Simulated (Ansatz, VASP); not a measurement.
## One calculation of Ta2H, two programs

The input INCAR:

```
SYSTEM = Ta2H
PREC = Accurate
ENCUT = 520
EDIFF = 1E-7
ISMEAR = 0
SIGMA = 0.1
LREAL = .False.
LASPH = .True.
NELM = 60
ALGO = Normal
ISIF = 2
LWAVE = .False.
LCHARG = .False.
GGA = PS
NBANDS = 18
```

The input KPOINTS:

```
regular mesh
0
Gamma
  12 12 12
  0 0 0
```

File POSCAR:

```
Ta2H
1.0
    3.2357844298      0.0000000000      0.0000000000
    0.0000000000      3.2357844298      0.0000000000
    0.0000000000      0.0000000000      3.3230855909
Ta H
2 1
Direct
    0.5000000000      0.0000000000      0.7951952641
    0.0000000000      0.5000000000      0.2048047359
    0.0000000000      0.0000000000      0.0000000000
```

Input for Ansatz:

```yaml
crystal:
  lattice:
    - [3.2357844298, 0.0, 0.0]
    - [0.0, 3.2357844298, 0.0]
    - [0.0, 0.0, 3.3230855909]
  atoms:
    - { symbol: Ta, position: [0.5, 0.0, 0.7951952641] }
    - { symbol: Ta, position: [0.0, 0.5, 0.2048047359] }
    - { symbol: H, position: [0.0, 0.0, 0.0] }
basis:
  ecutwfc: 420
kpoints:
  mp_grid: { grid: [12, 12, 12] }
hamiltonian:
  xc: pbesol
scf:
  occupations: { method: gaussian, width: 0.1 }
output:
  forces: true
  stress: true
  eigenvalues: true
  populations: true
```

Alike in both runs: task single point; functional PBEsol; k mesh 12 × 12 × 12; occupations gaussian, width 0.1 eV; no spin polarisation.

```csv
,VASP,Ansatz
version,VASP 6.6.1,Ansatz 0.2.0
potentials or method,"VASP PAW PBE potentials, release 64 (Ta_pv, H), cutoff 520 eV","scalar-relativistic, plane waves, PAW"
valence electrons in the cell,23,27
```

VASP gave:

```
gap on the k mesh at the Fermi level (eV)                     : none
pressure (GPa)                                                : 34.6
traceless stress, the component that is largest in VASP (GPa) : -21.54
rms of the force components (eV/Å)                            : 2.146
```

Problem. What did Ansatz give for the same quantities?

Solution. gap on the k mesh at the Fermi level (eV): none; pressure (GPa): 34.0; traceless stress, the component that is largest in VASP (GPa): -21.38; rms of the force components (eV/Å): 2.130.

VASP's potentials were made for PBE, not for PBEsol. Atom by atom the forces differ by 0.017 eV/Å (rms over components). A gap of «none» marks a metal or a gap that the smearing closes. Both programs put the cell under a high pressure, so it lies far from rest at this level. VASP's potentials hold 23 valence electrons a cell and Ansatz's 27, so a difference there can come from the potentials and not from the codes.

Spin-orbit coupling is off throughout.
